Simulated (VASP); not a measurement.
Ca5SiN2:

```
CELL_PARAMETERS angstrom
2.37500 -6.70000 0.00000
2.37500 6.70000 0.00000
0.00000 0.00000 4.70000
ATOMIC_POSITIONS crystal
Ca 0.00000 0.00000 0.00000
Ca 0.33500 0.66500 0.00000
Ca 0.66500 0.33500 0.00000
Ca 0.16500 0.83500 0.50000
Ca 0.83500 0.16500 0.50000
Si 0.50000 0.50000 0.50000
N 0.83500 0.16500 0.00000
N 0.16500 0.83500 0.00000
```

This cell differs from its parent crystal: built by hand: sheared layered antiperovskite (Cmmm, No. 65).

```yaml
Program: VASP 6.6.1
Task: relaxation of cell and atoms
Functional: PBE
Potentials_or_basis: VASP PAW PBE potentials, release 64 (Ca_sv, Si, N_h)
Cutoff: 1330 eV
k_mesh: 3 × 3 × 3
Occupations: gaussian, width 0.15 eV
Spin: no spin polarisation
```

At the start: pressure 11.8 GPa; volume 18.70 Å³/atom.

Task: How do energy, volume and symmetry change on relaxing?

Result: Over 10 steps the energy falls by 171.4 meV/atom and the volume is 22.07 Å³/atom (+18.0 %); space group Cmmm (No. 65, to 0.1 Å) before and after.

The path:
| step | energy change (eV) | largest force (eV/Å) | pressure (GPa) | volume (Å³) |
| --- | --- | --- | --- | --- |
| 1 | 0.0000 | 1.5414 | 11.75 | 149.58 |
| 2 | -0.9754 | 0.9646 | -2.55 | 181.23 |
| 3 | -1.0173 | 1.0681 | -0.69 | 174.95 |
| 4 | -1.1264 | 0.8334 | -0.45 | 174.25 |
| 5 | -1.2626 | 0.2143 | 0.36 | 172.23 |
| 6 | -1.3272 | 0.2562 | 0.00 | 173.57 |
| 7 | -1.3467 | 0.2978 | -0.17 | 174.73 |
| 8 | -1.3685 | 0.1041 | 0.23 | 174.22 |
| 9 | -1.3704 | 0.0482 | 0.40 | 174.02 |
| 10 | -1.3716 | 0.0535 | -0.39 | 176.55 |

Final structure:
```cif
data_structure
_symmetry_space_group_name_H-M 'P 1'
_symmetry_Int_Tables_number 1
_cell_length_a 7.7453
_cell_length_b 7.7453
_cell_length_c 4.8906
_cell_angle_alpha 90.000
_cell_angle_beta 90.000
_cell_angle_gamma 143.005
_cell_volume 176.55
loop_
_atom_site_label
_atom_site_type_symbol
_atom_site_fract_x
_atom_site_fract_y
_atom_site_fract_z
_atom_site_occupancy
Ca1 Ca 0.00000 0.00000 0.00000 1
Ca2 Ca 0.33042 0.66958 0.00000 1
Ca3 Ca 0.66958 0.33042 0.00000 1
Ca4 Ca 0.13824 0.86176 0.50000 1
Ca5 Ca 0.86176 0.13824 0.50000 1
Si1 Si 0.50000 0.50000 0.50000 1
N1 N 0.83582 0.16418 0.00000 1
N2 N 0.16418 0.83582 0.00000 1
```

Caveat: the k points lie up to 0.45 Å⁻¹ apart in the final cell; the cell differs from its parent crystal (built by hand: sheared layered antiperovskite (Cmmm, No. 65)); the volume moved by over 15 % at a fixed basis, so the end points are rough; the relaxation stopped at a loose force limit of 0.08 eV/Å, so its end isn't a converged minimum.
